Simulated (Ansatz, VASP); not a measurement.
**One calculation of AlCo, two programs**

```
Co Al
1.0
     0.00000    0.00000    2.85282
     2.85282   -2.85282    0.00000
     2.85282    2.85282    0.00000
Co Al
2 2
Cartesian
  0.0000 0.0000 0.0000
  2.8528 0.0000 0.0000
  1.4264 -1.4264 1.4264
  1.4264 1.4264 1.4264
```

Alike in both runs: task single point; functional PBE; k mesh 13 × 9 × 9; occupations fermi-dirac, width 0.1 eV; no spin polarisation.

|  | VASP | Ansatz |
| --- | --- | --- |
| version | VASP 6.6.1 | Ansatz 0.2.0 |
| potentials or method | VASP PAW PBE potentials, release 64 (Co, Al) | PAW with Ansatz's default frozen-core files, scalar-relativistic |
| plane-wave cutoff (eV) | 520 | 420 |
| valence electrons in the cell | 24 | 40 |

VASP gave:

```
pressure (GPa) : -0.1
```

Estimate Ansatz's values.

pressure (GPa): 0.0.

With one functional, cell and mesh, what is left measures potentials, basis and numerics. VASP's potentials hold 24 valence electrons a cell and Ansatz's 40, so a difference there can come from the potentials and not from the codes.
